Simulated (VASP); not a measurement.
Set up this calculation in VASP 6.6.1, as the native input.

```yaml
Task: single point
Functional: LDA
Potentials_or_basis: VASP PAW LDA potentials, release 64 (P)
Cutoff: 520 eV
k_mesh: 12 × 12 × 12
Occupations: fermi-dirac, width 0.1 eV
Spin: no spin polarisation
Dipole_correction: no
Further_INCAR_settings: ALGO = Normal; EDIFF = 1e-06; NBANDS = 12
```

The structure of P lies in POSCAR:

```
P
1.0
    0.0000000000      2.4417086572      2.4417086572
    2.4417086572      0.0000000000      2.4417086572
    2.4417086572      2.4417086572      0.0000000000
P
2
Direct
   -0.1250000000     -0.1250000000     -0.1250000000
    0.1250000000      0.1250000000      0.1250000000
```

This cell differs from its parent crystal: volume scaled by 0.76.

One way to write it, as run:

INCAR

```
SYSTEM = P
ALGO = Normal ; EDIFF = 1E-6
ENCUT = 520 ; GGA = CA
ISIF = 2 ; ISMEAR = -1
LASPH = .True. ; LCHARG = .True.
LELF = .True. ; LREAL = .False.
LVHAR = .True. ; LWAVE = .False.
NBANDS = 12 ; NELM = 100
PREC = Accurate ; SIGMA = 0.1
```

KPOINTS

```
k-points
0
Gamma
  12 12 12
  0 0 0
```

Potentials or basis: VASP PAW LDA potentials, release 64 (P).

Run with:

```sh
$ cat potpaw_LDA.64/P/POTCAR > POTCAR
$ mpirun -np 1 vasp_std > vasp.out
```

It gave:

```json
{"Pressure": "23.8 GPa", "Band gap on the k mesh": "zero (band 5 reaches 12.07 eV, above the bottom of band 6 at 7.90 eV)"}
```

Run time: 13 s on 1 thread of Intel(R) Xeon(R) Platinum 8488C (Sapphire Rapids), with other jobs on the host, peak memory 0.14 GiB.
